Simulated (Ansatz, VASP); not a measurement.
## KTe2Cl in VASP and in Ansatz

File INCAR:

```
ALGO = Normal ; EDIFF = 1E-7
EDIFFG = -0.01 ; ENCUT = 600
GGA = PE ; IBRION = 2
ISIF = 3 ; ISMEAR = 0
LASPH = True ; LCHARG = False
LREAL = False ; LWAVE = False
NELM = 80 ; NSW = 100
PREC = Accurate ; SIGMA = 0.1
```

File KPOINTS:

```
k-points
0
Gamma
  12 12 8
```

POSCAR

```
KTe2Cl
1.0
    5.7754370576      0.0000000000      0.0000000000
   -2.8877185288      5.0016752098      0.0000000000
    0.0000000000      0.0000000000      5.7516828810
K Te Cl
1 2 1
Direct
    0.0000000000      0.0000000000      0.5000000000
    0.3333333333      0.6666666667      0.5000000000
    0.6666666667      0.3333333333      0.5000000000
    0.0000000000      0.0000000000      0.0000000000
```

Input for Ansatz:

```yaml
crystal:
  lattice:
    - [5.7754370576, 0.0, 0.0]
    - [-2.8877185288, 5.0016752098, 0.0]
    - [0.0, 0.0, 5.751682881]
  atoms:
    - { symbol: K, position: [0.0, 0.0, 0.5] }
    - { symbol: Te, position: [0.3333333333, 0.6666666667, 0.5] }
    - { symbol: Te, position: [0.6666666667, 0.3333333333, 0.5] }
    - { symbol: Cl, position: [0.0, 0.0, 0.0] }
basis:
  ecutwfc: 420
kpoints:
  mp_grid: { grid: [12, 12, 8] }
hamiltonian:
  xc: pbe
scf:
  occupations: { method: gaussian, width: 0.1 }
output:
  forces: true
  stress: true
  eigenvalues: true
  write_density: true
  write_potential: true
  elf: true
  volumetric_format: npy
relax:
  adjacent_minimum: "off"
  f_tol: 0.01
  max_steps: 80
  cell: { stress_tol: 0.05 }
```

Alike in both runs: task relaxation of cell and atoms; functional PBE; k mesh 12 × 12 × 8; occupations gaussian, width 0.1 eV; no spin polarisation.

|  | VASP | Ansatz |
| --- | --- | --- |
| version | VASP 6.6.1 | Ansatz 0.2.0 |
| potentials or method | VASP PAW PBE potentials, release 64 (K_sv, Te, Cl), cutoff 600 eV | scalar-relativistic, plane waves, PAW |
| valence electrons in the cell | 28 | 48 |

|  | VASP | Ansatz | Ansatz less VASP |
| --- | --- | --- | --- |
| gap on the k mesh at the Fermi level, each at its own relaxed structure (eV) | none | none | - |
| relaxed volume (Å³/atom) | 41.45 | 41.45 | +0.003 |
| relaxed length of the cell vector where the two differ most in proportion (Å) | 5.765 | 5.756 | -0.0093 |

A gap of «none» marks a metal or a gap that the smearing closes. VASP's potentials hold 28 valence electrons a cell and Ansatz's 48, so a difference there can come from the potentials and not from the codes.

Neither program's run includes spin-orbit coupling.
